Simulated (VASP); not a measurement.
# CuO (Cccm) in VASP: notebook, part 2 of 2

VASP 6.6.1. Earlier steps stand in the parts before.

## 4. Single point, PBE+U

INCAR

```
SYSTEM = CuO
PREC = Accurate
ENCUT = 520
EDIFF = 1E-7
ISMEAR = 0
SIGMA = 0.05
LREAL = .False.
LASPH = .True.
NELM = 150
ALGO = Normal
ISIF = 2
LWAVE = .False.
LCHARG = .False.
LMAXMIX = 4
LDAU = .True.
LDAUTYPE = 2
LDAUL = 2 -1
LDAUU = 4 0
LDAUJ = 0 0
LDAUPRINT = 1
GGA = PE
NELECT = 34.2
NBANDS = 25
```

KPOINTS

```
regular mesh
0
Gamma
  10 10 6
  0 0 0
```

POSCAR

```
CuO
1.0
    1.9909680000     -2.1535500000      0.0000000000
    1.9909680000      2.1535500000      0.0000000000
    0.0000000000      0.0000000000      5.1559280000
Cu O
2 2
Direct
    0.0000000000      0.5000000000      0.0000000000
    0.5000000000      0.0000000000      0.5000000000
    0.5000000000      0.5000000000      0.2500000000
    0.5000000000      0.5000000000      0.7500000000
```

Potentials or basis: VASP PAW PBE potentials, release 64 (Cu, O).

The run is started by

```bash
$ cat potpaw_PBE.64/Cu/POTCAR potpaw_PBE.64/O/POTCAR > POTCAR
$ mpirun -np 1 vasp_std > vasp.out
```

OUTCAR:

```text
SYSTEM = CuO
   PREC = Accurate
   ENCUT = 520
   EDIFF = 1E-7
   ISMEAR = 0
   LREAL = .False.
   LASPH = .True.
   NELM = 150
   ISIF = 2
   GGA = PE
   NELECT = 34.2

 ion  position               nearest neighbor table
   1  0.000  0.500  0.000-   3 1.95   4 1.95   3 1.95   4 1.95
   2  0.500  0.000  0.500-   3 1.95   4 1.95   3 1.95   4 1.95
   3  0.500  0.500  0.250-   1 1.95   2 1.95   2 1.95   1 1.95
   4  0.500  0.500  0.750-   1 1.95   2 1.95   2 1.95   1 1.95

  LATTYP: Found a base centered orthorhombic cell.
 ALAT       =     3.9819360000
 B/A-ratio  =     1.0816597755
 C/A-ratio  =     1.2948294498

  Lattice vectors:

 A1 = (   1.9909680000,  -2.1535500000,   0.0000000000)
 A2 = (   1.9909680000,   2.1535500000,   0.0000000000)
 A3 = (   0.0000000000,   0.0000000000,   5.1559280000)

Analysis of symmetry for initial positions (statically):
=====================================================================
 Subroutine PRICEL returns:
 Original cell was already a primitive cell.

 Routine SETGRP: Setting up the symmetry group for a
 base centered orthorhombic supercell.

 Subroutine GETGRP returns: Found  8 space group operations
 (whereof  4 operations were pure point group operations)
 out of a pool of  8 trial point group operations.

The static configuration has the point symmetry C_2h.
 The point group associated with its full space group is D_2h.

Analysis of symmetry for dynamics (positions and initial velocities):
=====================================================================
 Subroutine PRICEL returns:
[... 216 lines left out ...]
  o =  0.9627  v = -0.0226  0.0000  0.0008 -0.0000 -0.9997  0.0000  0.0000  0.0000  0.0000  0.0000      0.0000  0.0000  0.0000  0.0000  0.0000  0.0000  0.0000  0.0000  0.0000  0.0000
  o =  0.9627  v =  0.0000  0.0000  0.0000  0.0000  0.0000 -0.0226  0.0000  0.0008 -0.0000 -0.9997      0.0000  0.0000  0.0000  0.0000  0.0000  0.0000  0.0000  0.0000  0.0000  0.0000
  o =  0.9628  v = -0.0000 -0.6841 -0.0000  0.7293 -0.0000  0.0000  0.0000  0.0000  0.0000  0.0000      0.0000  0.0000  0.0000  0.0000  0.0000  0.0000  0.0000  0.0000  0.0000  0.0000
  o =  0.9628  v =  0.0000  0.0000  0.0000  0.0000  0.0000 -0.0000 -0.6841 -0.0000  0.7293 -0.0000      0.0000  0.0000  0.0000  0.0000  0.0000  0.0000  0.0000  0.0000  0.0000  0.0000
  o =  0.9746  v =  0.0000  0.0000  0.0000  0.0000  0.0000 -0.4302 -0.0000  0.9027  0.0000  0.0104      0.0000  0.0000  0.0000  0.0000  0.0000  0.0000  0.0000  0.0000  0.0000  0.0000
  o =  0.9746  v = -0.4302 -0.0000  0.9027  0.0000  0.0104  0.0000  0.0000  0.0000  0.0000  0.0000      0.0000  0.0000  0.0000  0.0000  0.0000  0.0000  0.0000  0.0000  0.0000  0.0000

 number of electron      34.2000000 magnetization

 Free energy of the ion-electron system (eV)
  ---------------------------------------------------
  ext. energy  EPLUGINS =         0.00000000
  ---------------------------------------------------
  free energy    TOTEN  =       -16.03884700 eV

  energy without entropy =      -16.03652657  energy(sigma->0) =      -16.03768679

 E-fermi :   4.7789     XC(G=0): -11.3331

 val. band max:        4.7659110906   @ k =  -0.4000   0.3000   0.3333
 cond. band min:       4.7902530273   @ k =  -0.4000   0.2000   0.3333
 fundamental gap:      0.0243419367
 Fermi energy:         4.7789409091

 k-point     1 :       0.0000    0.0000    0.0000
  band No.  band energies     occupation
      1     -14.9321      2.00000
      2     -13.6126      2.00000
      3      -3.4197      2.00000
      4      -0.9294      2.00000
      5      -0.7730      2.00000
      6       0.3732      2.00000
[... 661 lines left out ...]
     24      16.2786      0.00000
     25      19.0089      0.00000

 [... further k-points ...]

------------------------ aborting loop because EDIFF is reached ----------------------------------------

  FORCE on cell =-STRESS in cart. coord.  units (eV):
  Direction    XX          YY          ZZ          XY          YZ          ZX
  --------------------------------------------------------------------------------------
  -------------------------------------------------------------------------------------
  Total        2.3592586      2.2762828      2.8206704     -0.0000000      0.0000000      0.0000000
  in kB       85.4929005     82.4860894    102.2131683     -0.0000000      0.0000000      0.0000000
  external PRESSURE =      90.0640527 kB  Pullay stress =       0.0000000 kB

 VOLUME and BASIS-vectors are now :
 -----------------------------------------------------------------------------
  energy-cutoff  :      520.00
  volume of cell :       44.21
      direct lattice vectors                 reciprocal lattice vectors
     1.990968000 -2.153550000  0.000000000     0.251134122 -0.232174781  0.000000000
     1.990968000  2.153550000  0.000000000     0.251134122  0.232174781  0.000000000
     0.000000000  0.000000000  5.155928000     0.000000000  0.000000000  0.193951506

 POSITION                                       TOTAL-FORCE (eV/Angst)
 -----------------------------------------------------------------------------------
      0.99548      1.07678      0.00000        -0.000000      0.000000     -0.000000
      0.99548     -1.07678      2.57796         0.000000      0.000000     -0.000000
      1.99097      0.00000      1.28898        -0.000000     -0.000000      0.000000
      1.99097      0.00000      3.86695        -0.000000     -0.000000     -0.000000
 -----------------------------------------------------------------------------------
    total drift:                                0.000000     -0.000000     -0.000000

  FREE ENERGIE OF THE ION-ELECTRON SYSTEM (eV)
  ---------------------------------------------------
  free  energy   TOTEN  =       -16.0388470001 eV

  energy  without entropy=      -16.0365265745  energy(sigma->0) =      -16.03768679
```

OSZICAR:

```text
N       E                     dE             d eps       ncg     rms          rms(c)
DAV:   1     0.311624137610E+03    0.31162E+03   -0.16582E+04  6496   0.215E+03
DAV:   2     0.207238277698E+02   -0.29090E+03   -0.26804E+03  6375   0.400E+02
DAV:   3    -0.187403378580E+02   -0.39464E+02   -0.37631E+02  7264   0.164E+02
DAV:   4    -0.201717130949E+02   -0.14314E+01   -0.14220E+01  7681   0.329E+01
DAV:   5    -0.202018488949E+02   -0.30136E-01   -0.30120E-01  7744   0.437E+00    0.142E+01
DAV:   6    -0.176920434680E+02    0.25098E+01   -0.21524E+01  8904   0.123E+02    0.939E+00
DAV:   7    -0.159883711341E+02    0.17037E+01   -0.63070E+00  7688   0.875E+01    0.245E+00
DAV:   8    -0.160531953379E+02   -0.64824E-01   -0.90869E-01  7044   0.725E+00    0.148E+00
DAV:   9    -0.160396447332E+02    0.13551E-01   -0.41626E-02 10358   0.722E+00    0.347E-01
DAV:  10    -0.160385930965E+02    0.10516E-02   -0.13838E-02  9643   0.224E+00    0.160E-01
DAV:  11    -0.160390137309E+02   -0.42063E-03   -0.42636E-03  9540   0.648E-01    0.108E-01
DAV:  12    -0.160388504593E+02    0.16327E-03   -0.39776E-04  9972   0.261E-01    0.265E-02
DAV:  13    -0.160388474622E+02    0.29971E-05   -0.50497E-05  8109   0.726E-02    0.585E-03
DAV:  14    -0.160388471647E+02    0.29749E-06   -0.11507E-06  9425   0.159E-02    0.286E-03
DAV:  15    -0.160388470172E+02    0.14751E-06   -0.59472E-07  8015   0.645E-03    0.236E-04
DAV:  16    -0.160388470001E+02    0.17136E-07   -0.13655E-08  3555   0.259E-03
   1 F= -.16038847E+02 E0= -.16037687E+02  d E =-.232043E-02
```

stdout:

```text
POSCAR found type information on POSCAR CuO
 POSCAR found :  2 types and       4 ions
 scaLAPACK will be used
 LDA part: xc-table for (Slater+PW92), standard interpolation
 POSCAR, INCAR and KPOINTS ok, starting setup
 FFT: planning ... GRIDC
 FFT: planning ... GRID_SOFT
 FFT: planning ... GRID
 WAVECAR not read
 entering main loop
 the old and the new charge density differ
 old charge density:    34.00000 new   34.20000
    0.142E+01
```

It took 1.8 min on 1 thread of Intel Xeon 6975P-C (Granite Rapids), shared host; peak memory 0.24 GiB.

Results:

```yaml
Free_energy: -16.0388 eV
```

Eigenvalues of the final occupation matrices:
```
    site  spin  trace               eigenvalues
site 1 d     1   4.65  0.81 0.93 0.96 0.96 0.97
site 1 d     2   4.65  0.81 0.93 0.96 0.96 0.97
site 2 d     1   4.65  0.81 0.93 0.96 0.96 0.97
site 2 d     2   4.65  0.81 0.93 0.96 0.96 0.97
```

Caveat: the cell carries a net charge on a neutralising background, which shifts energy and pressure; the cell is charged against a uniform background, so pressure and absolute levels hang on convention; U without spin polarisation on a metal has little footing.

## 5. Single point, PBE+U

This run uses another cell than the first one, of 12.38 Å³/atom.

INCAR

```
  PREC = Accurate
  ENCUT = 520
  EDIFF = 1E-6
  ISMEAR = 0
  SIGMA = 0.05
  LREAL = False
  LASPH = True
  NELM = 150
  ALGO = Normal
  ISIF = 2
  LWAVE = False
  LCHARG = False
  LMAXMIX = 4
  LDAU = True
  LDAUTYPE = 2
  LDAUL = 2 -1
  LDAUU = 4 0
  LDAUJ = 0 0
  LDAUPRINT = 1
  GGA = PE
  NBANDS = 25
```

KPOINTS

```
regular mesh
0
Gamma
  10 10 6
```

POSCAR

```
CuO
1.0
    2.0676179194     -2.2364591346      0.0000000000
    2.0676179194      2.2364591346      0.0000000000
    0.0000000000      0.0000000000      5.3544251459
Cu O
2 2
Direct
    0.0000000000      0.5000000000      0.0000000000
    0.5000000000      0.0000000000      0.5000000000
    0.5000000000      0.5000000000      0.2500000000
    0.5000000000      0.5000000000      0.7500000000
```

The run is started by

```bash
$ cat potpaw_PBE.64/Cu/POTCAR potpaw_PBE.64/O/POTCAR > POTCAR
$ mpirun -np 1 vasp_std > vasp.out
```

Wall time 90 s (1 thread of Intel Xeon 6975P-C (Granite Rapids), shared host); peak memory 0.24 GiB.

The run converged. Its results:

* Free energy: -16.7410 eV
* Pressure: -12.7 GPa
* Band gap on the k mesh: zero (bands 17 and 18 overlap by 1.03 eV)

Stress tensor (GPa, compression positive):
```
-10.07   0.00   0.00
  0.00 -11.88   0.00
  0.00   0.00 -16.10
```

Levels at points of the mesh, in eV from the Fermi level:
```csv
k point,band 14,band 15,band 16,band 17,band 18,band 19,band 20,band 21
"(0.00, 0.00, 0.00)",-2.63,-2.29,-1.83,0.52,0.69,1.31,6.39,6.98
"(0.50, 0.00, 0.00)",-2.16,-1.97,-1.54,0.23,0.48,4.31,5.81,6.27
"(0.50, 0.50, 0.00)",-2.84,-1.68,-1.62,-1.51,1.06,3.08,7.63,8.92
"(0.00, 0.00, 0.50)",-2.53,-1.63,-1.63,0.18,0.18,3.41,3.41,11.40
"(0.50, 0.00, 0.50)",-2.34,-2.23,-2.17,-0.31,0.59,4.82,5.77,8.15
"(0.50, 0.50, 0.50)",-2.10,-1.78,-1.78,-0.51,-0.51,4.68,4.68,9.60
```

Eigenvalues of the final occupation matrices:
```tsv
site	spin	trace	eigenvalues
site 1 d	1	4.62	0.78 0.94 0.96 0.96 0.97
site 1 d	2	4.62	0.78 0.94 0.96 0.96 0.97
site 2 d	1	4.62	0.78 0.94 0.96 0.96 0.97
site 2 d	2	4.62	0.78 0.94 0.96 0.96 0.97
```

Caveat: the stress differs along the axes, from -16 to -10 GPa; U without spin polarisation on a metal has little footing.

## 6. Summary

```tsv
level	U	cell	gap on the mesh (eV)	pressure (GPa)
PBE	-	a = 2.933, b = 2.933, c = 5.156 Å, angles 90.0, 90.0, 94.5°, 4 atoms	none	2.1
PBE+U	Cu d U = 4.0 eV	a = 2.933, b = 2.933, c = 5.156 Å, angles 90.0, 90.0, 94.5°, 4 atoms	none	0.0
PBE+U	Cu d U = 4.0 eV	a = 3.046, b = 3.046, c = 5.354 Å, angles 90.0, 90.0, 94.5°, 4 atoms	none	-12.7
```

Alike in all rows: task single point; potentials or basis VASP PAW PBE potentials, release 64 (Cu, O); no spin polarisation; k mesh 10 × 10 × 6; cutoff (eV) 520; smearing gaussian 0.05 eV.

Caveats: U without spin polarisation on a metal has little footing (at least some runs); semilocal functionals often make such compounds metallic where correlation or magnetic order opens a gap, which also shifts bond lengths (at least some runs); the stress differs along the axes, from -16 to -10 GPa (at least some runs).

Total energies depend on the potentials used, so only differences within one code and one set of settings carry meaning.

The gap in the log of VASP goes by the Fermi energy; the results here count the filled bands.